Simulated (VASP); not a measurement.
# Hg (I4_1/amd) in VASP: notebook

Hg is run at these levels: PBEsol; tasks: single point.

Program: VASP 6.6.1. These are calculated values, not measurements. Logs are shortened: lines on timing, memory, paths and dates and some standing lists are left out, and cuts for length are marked.

**1. The cell of the first run**

It takes space group I4_1/amd (No. 141, tetragonal). Conventional cell: a = 6.061 Å, b = 6.061 Å, c = 3.065 Å, α = 90.00°, β = 90.00°, γ = 90.00°. Within 4.0 Å of Hg (site symmetry -4m2) lie 10 Hg at 3.06 to 3.80 Å.

**2. Single point, PBEsol (strained)**

Contents of INCAR:

```
  ALGO = Fast
  EDIFF = 1E-7
  ENCUT = 520
  GGA = PS
  ISIF = 2
  ISMEAR = 0
  LASPH = True
  LCHARG = False
  LREAL = False
  LWAVE = False
  NBANDS = 19
  NELM = 100
  PREC = Accurate
  SIGMA = 0.1
```

Contents of KPOINTS:

```
k-points
0
Gamma
  16 16 16
```

Contents of POSCAR:

```
Hg
1.0
   -3.0304790873      3.0304790873      1.5322637537
    3.0304790873     -3.0304790873      1.5322637537
    3.0304790873      3.0304790873     -1.5322637537
Hg
2
Direct
    0.7500000000      0.2500000000      0.5000000000
    0.0000000000      0.0000000000      0.0000000000
```

Potentials or basis: VASP PAW PBE potentials, release 64 (Hg).

Launch:

```sh
$ cat potpaw_PBE.64/Hg/POTCAR > POTCAR
$ mpirun -np 1 vasp_std > vasp.out
```

OUTCAR:

```text
EDIFF = 1E-7
   ENCUT = 520
   GGA = PS
   ISIF = 2
   ISMEAR = 0
   LASPH = True
   LREAL = False
   NELM = 100
   PREC = Accurate

 ion  position               nearest neighbor table
   1  0.750  0.250  0.500-   2 3.13   2 3.13   2 3.13   2 3.13   2 3.80   2 3.80   2 3.80   2 3.80

   2  0.000  0.000  0.000-   1 3.13   1 3.13   1 3.13   1 3.13   1 3.80   1 3.80   1 3.80   1 3.80

  LATTYP: Found a body centered tetragonal cell.
 ALAT       =     6.0609581746
 C/A-ratio  =     0.5056176629

  Lattice vectors:

 A1 = (  -3.0304790873,   3.0304790873,   1.5322637537)
 A2 = (   3.0304790873,  -3.0304790873,   1.5322637537)
 A3 = (   3.0304790873,   3.0304790873,  -1.5322637537)

Analysis of symmetry for initial positions (statically):
=====================================================================
 Subroutine PRICEL returns:
 Original cell was already a primitive cell.

 Routine SETGRP: Setting up the symmetry group for a
 body centered tetragonal supercell.

 Subroutine GETGRP returns: Found 16 space group operations
 (whereof  8 operations were pure point group operations)
 out of a pool of 16 trial point group operations.

The static configuration has the point symmetry D_2d.
 The point group associated with its full space group is D_4h.

Analysis of symmetry for dynamics (positions and initial velocities):
=====================================================================
 Subroutine PRICEL returns:
 Original cell was already a primitive cell.

 Routine SETGRP: Setting up the symmetry group for a
 body centered tetragonal supercell.

 Subroutine GETGRP returns: Found 16 space group operations
 (whereof  8 operations were pure point group operations)
 out of a pool of 16 trial point group operations.

The dynamic configuration has the point symmetry D_2d.
 The point group associated with its full space group is D_4h.

 Subroutine INISYM returns: Found 16 space group operations
 (whereof  8 operations are pure point group operations),
 and found     1 'primitive' translations

----------------------------------------------------------------------------------------

                                     Primitive cell

  volume of cell :      56.2880

  direct lattice vectors                    reciprocal lattice vectors
    -3.030479087  3.030479087  1.532263754     0.000000000  0.164990414  0.326314578
     3.030479087 -3.030479087  1.532263754     0.164990414  0.000000000  0.326314578
     3.030479087  3.030479087 -1.532263754     0.164990414  0.164990414  0.000000000

  length of vectors
     4.551421669  4.551421669  4.551421669     0.365654264  0.365654264  0.233331681

  position of ions in fractional coordinates (direct lattice)
     0.750000000  0.250000000  0.500000000
     0.000000000  0.000000000  0.000000000

  ion indices of the primitive-cell ions
   primitive index   ion index
                 1           1
                 2           2

----------------------------------------------------------------------------------------

 KPOINTS: k-points

Automatic generation of k-mesh.
 Grid dimensions read from file:
 generate k-points for:   16   16   16

 Generating k-lattice:

  Cartesian coordinates                     Fractional coordinates (reciprocal lattice)
     0.000000000  0.010311901  0.020394661     0.062500000 -0.000000000  0.000000000
     0.010311901  0.000000000  0.020394661    -0.000000000  0.062500000  0.000000000
     0.010311901  0.010311901  0.000000000     0.000000000  0.000000000  0.062500000

  Length of vectors
     0.022853391  0.022853391  0.014583230

  Shift w.r.t. Gamma in fractional coordinates (k-lattice)
     0.000000000  0.000000000  0.000000000

 Subroutine IBZKPT returns following result:
 ===========================================

 Found    349 irreducible k-points:

 Following reciprocal coordinates:
            Coordinates               Weight
  0.000000  0.000000  0.000000      1.000000
  0.062500 -0.000000  0.000000      8.000000
  0.125000 -0.000000  0.000000      8.000000
  0.187500 -0.000000  0.000000      8.000000
  0.250000 -0.000000  0.000000      8.000000
  0.312500 -0.000000  0.000000      8.000000
[... 16 lines left out ...]
 -0.125000  0.062500 -0.000000     16.000000
 -0.062500  0.062500  0.000000      4.000000
 [... further k-points ...]
   k-points           NKPTS =    349   k-points in BZ     NKDIM =    349   number of bands    NBANDS=     19
   number of dos      NEDOS =    301   number of ions     NIONS =      2
   total plane-waves  NPLWV =  46656
   dimension x,y,z NGX =    36 NGY =   36 NGZ =   36
   dimension x,y,z NGXF=    72 NGYF=   72 NGZF=   72
   ions per type =               2
   NGX,Y,Z   is equivalent  to a cutoff of  13.15, 13.15, 13.15 a.u.
   NGXF,Y,Z  is equivalent  to a cutoff of  26.30, 26.30, 26.30 a.u.
 SYSTEM =  unknown system
   PREC   = accura    normal or accurate (medium, high low for compatibility)
   ISTART =      0    job   : 0-new  1-cont  2-samecut
   ICHARG =      2    charge: 1-file 2-atom 10-const
   ISPIN  =      1    spin polarized calculation?
   LNONCOLLINEAR =      F non collinear calculations
   LSORBIT =      F    spin-orbit coupling
   LASPH  =      T    aspherical Exc in radial PAW
   ENCUT  =  520.0 eV  38.22 Ry    6.18 a.u.   8.46  8.46  8.46*2*pi/ulx,y,z
   NELM   =    100;   NELMIN=  2; NELMDL= -5     # of ELM steps
   EDIFF  = 0.1E-06   stopping-criterion for ELM
   LREAL  =      F    real-space projection
   EDIFFG = 0.1E-05   stopping-criterion for IOM
   NSW    =      0    number of steps for IOM
   IBRION =     -1    ionic relax: 0-MD 1-quasi-New 2-CG
   NFREE  =      0    steps in history (QN), initial steepest desc. (CG)
   ISIF   =      2    stress and relaxation
   ISYM   =      2    0-nonsym 1-usesym 2-fastsym
   POTIM  = 0.5000    time-step for ionic-motion
   TEBEG  =    0.0;   TEEND  =   0.0 temperature during run
   PSTRESS=    0.0 pullay stress
   NELECT =      24.0000    total number of electrons
   NUPDOWN=      -1.0000    fix difference up-down
   EMIN   =  10.00;   EMAX   =-10.00  energy-range for DOS
   EFERMI =   0.00;   METHOD = LEGACY
   ISMEAR =     0;   SIGMA  =   0.10  broadening in eV -4-tet -1-fermi 0-gaus
   EFERMI_NEDOS =   21; number of points for ismear=-14 and -15
   IALGO  =     68    algorithm
   IMIX   =      4    mixing-type and parameters
     AMIX     =   0.40;   BMIX     =  1.00
     AMIX_MAG =   1.60;   BMIX_MAG =  1.00
  volume/ion in A,a.u.               =      28.14       189.93
  Fermi-wavevector in a.u.,A,eV,Ry     =   1.232177  2.328478 20.657194  1.518261
  Thomas-Fermi vector in A             =   2.366958
   LORBIT       =      0    0 simple, 1 ext, 2 COOP (PROOUT), +10 PAW based schemes
   GGA     = PS    functional components
   LHFCALC =     F    Hartree Fock is set to
   AEXX    =    0.0000 exact exchange contribution
   IVDW    =     0    specifies the selected vdW correction
   LEPSILON=     F    determine dielectric tensor
   LRPA    =     F    only Hartree local field effects (RPA)
 non-spin polarized calculation
 RMM-DIIS sequential band-by-band and
 Gauss-broadening in eV      SIGMA  =   0.10
  energy-cutoff  :      520.00
  volume of cell :       56.29
 maximum number of plane-waves:      1543
 NGX is ok and might be reduce to    36
   NGX = 17   NGY = 17   NGZ = 17

 number of electron      24.0000002 magnetization

 Free energy of the ion-electron system (eV)
  ---------------------------------------------------
  ext. energy  EPLUGINS =         0.00000000
  ---------------------------------------------------
  free energy    TOTEN  =        -1.05222249 eV

  energy without entropy =       -1.04911930  energy(sigma->0) =       -1.05067089

 E-fermi :   1.4010     XC(G=0): -10.0531

 val. band max:        1.3855548476   @ k =  -0.2500  -0.3125   0.0625
 cond. band min:       1.4120244953   @ k =   0.1250   0.0625   0.0000
 fundamental gap:      0.0264696476
 Fermi energy:         1.4010311290

 k-point     1 :       0.0000    0.0000    0.0000
  band No.  band energies     occupation
      1      -6.6400      2.00000
      2      -6.0492      2.00000
      3      -6.0221      2.00000
      4      -5.8979      2.00000
      5      -5.8794      2.00000
      6      -4.6749      2.00000
[... 11 lines left out ...]
     18      14.9241      0.00000
     19      14.9956      0.00000

 k-point     2 :       0.0625   -0.0000    0.0000
  band No.  band energies     occupation
      1      -6.5400      2.00000
      2      -6.0377      2.00000
      3      -5.9547      2.00000
      4      -5.8774      2.00000
      5      -5.8473      2.00000
      6      -4.7522      2.00000
[... 11 lines left out ...]
     18      13.9313      0.00000
     19      14.0818      0.00000

 k-point     3 :       0.1250   -0.0000    0.0000
  band No.  band energies     occupation
      1      -6.2555      2.00000
      2      -5.9926      2.00000
      3      -5.8189      2.00000
      4      -5.7733      2.00000
      5      -5.7465      2.00000
      6      -4.8967      2.00000
[... 11 lines left out ...]
     18      12.0339      0.00000
     19      12.4915      0.00000

 k-point     4 :       0.1875   -0.0000    0.0000
  band No.  band energies     occupation
      1      -5.9637      2.00000
      2      -5.8581      2.00000
      3      -5.7323      2.00000
      4      -5.5204      2.00000
      5      -5.4956      2.00000
      6      -5.0759      2.00000
[... 11 lines left out ...]
     18      10.8184      0.00000
     19      11.7848      0.00000

 k-point     5 :       0.2500   -0.0000    0.0000
  band No.  band energies     occupation
      1      -5.8783      2.00000
      2      -5.7253      2.00000
      3      -5.6422      2.00000
      4      -5.2518      2.00000
      5      -5.2469      2.00000
      6      -5.0998      2.00000
[... 11 lines left out ...]
     18      10.1003      0.00000
     19      11.1422      0.00000

 k-point     6 :       0.3125   -0.0000    0.0000
  band No.  band energies     occupation
      1      -5.8309      2.00000
      2      -5.7065      2.00000
      3      -5.6234      2.00000
      4      -5.3285      2.00000
      5      -5.3213      2.00000
      6      -5.0046      2.00000
[... 11 lines left out ...]
     18      10.0919      0.00000
     19      11.0800      0.00000

 k-point     7 :       0.3750   -0.0000    0.0000
  band No.  band energies     occupation
      1      -5.8447      2.00000
      2      -5.7075      2.00000
      3      -5.6699      2.00000
      4      -5.4931      2.00000
      5      -5.2621      2.00000
      6      -5.0968      2.00000
[... 11 lines left out ...]
     18       9.8912      0.00000
     19      12.0547      0.00000

 k-point     8 :       0.4375   -0.0000    0.0000
  band No.  band energies     occupation
      1      -5.8637      2.00000
      2      -5.7863      2.00000
      3      -5.6387      2.00000
      4      -5.6124      2.00000
      5      -5.1851      2.00000
      6      -5.1564      2.00000
[... 256 lines left out ...]
 k-point    20 :      -0.3125    0.0625   -0.0000
  band No.  band energies     occupation
      1      -5.8547      2.00000
      2      -5.6975      2.00000
      3      -5.6045      2.00000
      4      -5.3145      2.00000
      5      -5.2060      2.00000
      6      -5.0904      2.00000
[... 11 lines left out ...]
     18      10.6627      0.00000
     19      11.3852      0.00000

 k-point    21 :      -0.2500    0.0625   -0.0000
  band No.  band energies     occupation
      1      -5.9382      2.00000
      2      -5.7603      2.00000
      3      -5.6888      2.00000
      4      -5.5275      2.00000
      5      -5.5071      2.00000
      6      -5.0542      2.00000
[... 11 lines left out ...]
     18      10.7635      0.00000
     19      11.8602      0.00000

 k-point    22 :      -0.1875    0.0625    0.0000
  band No.  band energies     occupation
      1      -6.1706      2.00000
      2      -5.9537      2.00000
      3      -5.7875      2.00000
      4      -5.7758      2.00000
      5      -5.7487      2.00000
      6      -4.8853      2.00000
[... 11 lines left out ...]
     18      11.7046      0.00000
     19      12.4542      0.00000

 k-point    23 :      -0.1250    0.0625   -0.0000
  band No.  band energies     occupation
      1      -6.4789      2.00000
      2      -6.0248      2.00000
      3      -5.9499      2.00000
      4      -5.8497      2.00000
      5      -5.8420      2.00000
      6      -4.7480      2.00000
[... 11 lines left out ...]
     18      13.6391      0.00000
     19      13.9589      0.00000

 k-point    24 :      -0.0625    0.0625    0.0000
  band No.  band energies     occupation
      1      -6.6091      2.00000
      2      -6.0512      2.00000
      3      -6.0110      2.00000
      4      -5.8837      2.00000
      5      -5.8760      2.00000
      6      -4.6802      2.00000
[... 11 lines left out ...]
     18      14.7944      0.00000
     19      14.8427      0.00000

 [... further k-points ...]
[... 5 lines left out ...]
  --------------------------------------------------------------------------------------
  -------------------------------------------------------------------------------------
  Total       -1.0562628     -1.0562628     -0.8175653      0.0000000     -0.0000000      0.0000000
  in kB      -30.0653637    -30.0653637    -23.2711020      0.0000000     -0.0000000      0.0000000
  external PRESSURE =     -27.8006098 kB  Pullay stress =       0.0000000 kB

 VOLUME and BASIS-vectors are now :
 -----------------------------------------------------------------------------
  energy-cutoff  :      520.00
  volume of cell :       56.29
      direct lattice vectors                 reciprocal lattice vectors
    -3.030479087  3.030479087  1.532263754     0.000000000  0.164990414  0.326314578
     3.030479087 -3.030479087  1.532263754     0.164990414  0.000000000  0.326314578
     3.030479087  3.030479087 -1.532263754     0.164990414  0.164990414  0.000000000

 POSITION                                       TOTAL-FORCE (eV/Angst)
 -----------------------------------------------------------------------------------
      0.00000      3.03048      0.76613        -0.000000      0.000000     -0.000000
      0.00000      0.00000      0.00000         0.000000     -0.000000      0.000000
 -----------------------------------------------------------------------------------
    total drift:                               -0.000000      0.000000     -0.000000

  FREE ENERGIE OF THE ION-ELECTRON SYSTEM (eV)
  ---------------------------------------------------
  free  energy   TOTEN  =        -1.0522224855 eV

  energy  without entropy=       -1.0491192998  energy(sigma->0) =       -1.05067089
```

Run time: 5.4 min. Hardware: 1 thread of AMD EPYC 9R14 (Zen 4), shared host; peak memory 0.4 GiB.

What came out:

- Free energy: -1.0522 eV
- Pressure: -2.8 GPa
- Band gap on the k mesh: zero (band 12 reaches 3.39 eV, above the bottom of band 13 at -0.11 eV)

Stress tensor (GPa, compression positive):
```
-3.01  0.00  0.00
 0.00 -3.01  0.00
 0.00  0.00 -2.33
```

Levels at points of the mesh, in eV from the Fermi level:
| k point | band 9 | band 10 | band 11 | band 12 | band 13 | band 14 | band 15 | band 16 |
| --- | --- | --- | --- | --- | --- | --- | --- | --- |
| (0.00, 0.00, 0.00) | -6.06 | -5.85 | -5.46 | 0.41 | 1.61 | 1.61 | 7.17 | 9.93 |
| (0.50, 0.00, 0.00) | -5.82 | -5.53 | -1.80 | -1.32 | 2.12 | 2.27 | 3.43 | 7.12 |
| (0.50, 0.50, 0.00) | -5.92 | -5.92 | -5.23 | -5.23 | 4.97 | 4.97 | 5.36 | 5.36 |
| (0.50, 0.50, 0.50) | -6.03 | -6.03 | -2.93 | -2.93 | -1.51 | -1.51 | 11.26 | 11.26 |

Caveat: the cell differs from its parent crystal (strained); the PAW data sets were made with another functional, which shifts forces and pressure a little; spin-orbit coupling is left out, which moves the levels of the heavy elements.

**3. Single point, PBEsol (strained)**

Contents of INCAR:

```
PREC = Accurate
ENCUT = 520
EDIFF = 1E-6
ISMEAR = 0
SIGMA = 0.1
LREAL = False
LASPH = True
NELM = 60
ALGO = Fast
ISIF = 2
LWAVE = False
LCHARG = False
GGA = PS
NBANDS = 19
```

Contents of KPOINTS:

```
regular mesh
0
Gamma
  16 16 16
```

Contents of POSCAR:

```
Hg
1.0
   -3.0793473864      3.0793473864      1.6056705067
    3.0793473864     -3.0793473864      1.6056705067
    3.0793473864      3.0793473864     -1.6056705067
Hg
2
Direct
    0.7500000000      0.2500000000      0.5000000000
    0.0000000000      0.0000000000      0.0000000000
```

Potentials or basis: VASP PAW PBE potentials, release 64 (Hg).

Launch:

```sh
$ cat potpaw_PBE.64/Hg/POTCAR > POTCAR
$ mpirun -np 1 vasp_std > vasp.out
```

Wall time 4.8 min (1 thread of AMD EPYC 9R14 (Zen 4), shared host); peak memory 0.42 GiB.

The run converged. Its results:

```yaml
Free_energy: -0.9635 eV
Pressure: -3.5 GPa
Band_gap_on_the_k_mesh: zero (band 12 reaches 2.49 eV, above the bottom of band 13 at -0.24 eV)
```

Stress tensor (GPa, compression positive):
```
-3.43  0.00  0.00
 0.00 -3.43  0.00
 0.00  0.00 -3.52
```

Levels at points of the mesh, in eV from the Fermi level:
| k point | band 10 | band 11 | band 12 | band 13 | band 14 | band 15 |
| --- | --- | --- | --- | --- | --- | --- |
| (0.00, 0.00, 0.00) | -5.76 | -5.43 | 0.30 | 1.83 | 1.83 | 7.08 |
| (0.50, 0.00, 0.00) | -5.55 | -2.15 | -1.34 | 1.82 | 2.32 | 3.26 |
| (0.50, 0.50, 0.00) | -5.85 | -4.96 | -4.96 | 4.98 | 4.98 | 5.28 |
| (0.50, 0.50, 0.50) | -5.98 | -2.89 | -2.89 | -1.16 | -1.16 | 10.13 |

Caveat: the cell differs from its parent crystal (strained); the PAW data sets were made with another functional, which shifts forces and pressure a little; spin-orbit coupling is left out, which moves the levels of the heavy elements.
